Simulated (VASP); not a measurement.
A run of VASP 6.6.1:

Contents of INCAR:

```
SYSTEM = H
  ALGO = Normal
  EDIFF = 1E-6
  ENCUT = 520
  ISIF = 2
  ISMEAR = 0
  LASPH = .True.
  LCHARG = .False.
  LREAL = .False.
  LWAVE = .False.
  NBANDS = 6
  NELM = 100
  PREC = Accurate
  SIGMA = 0.05
```

File KPOINTS:

```
k-points
0
Gamma
  10 10 26
  0 0 0
```

The input POSCAR:

```
H
1.0
    2.6496387389      0.0000000000      0.0000000000
    0.0000000000      2.6496387389      0.0066240968
    0.0000000000      0.0024512323      0.9804929200
H
1
Direct
    0.0000000000      0.0000000000      0.5000000000
```

Potentials or basis: VASP PAW LDA potentials, release 64 (H).

Command:

```sh
$ cat potpaw_LDA.64/H/POTCAR > POTCAR
$ mpirun -np 1 vasp_std > vasp.out
```

Hardware: 1 thread of Intel(R) Xeon(R) 6975P-C (Granite Rapids), on a shared host.

Task: How long does it take, and how much memory?

Result: Run time: 13 s on 1 thread of Intel(R) Xeon(R) 6975P-C (Granite Rapids), on a shared host, peak memory 0.12 GiB. Counts: scf iterations 10, k points 792.
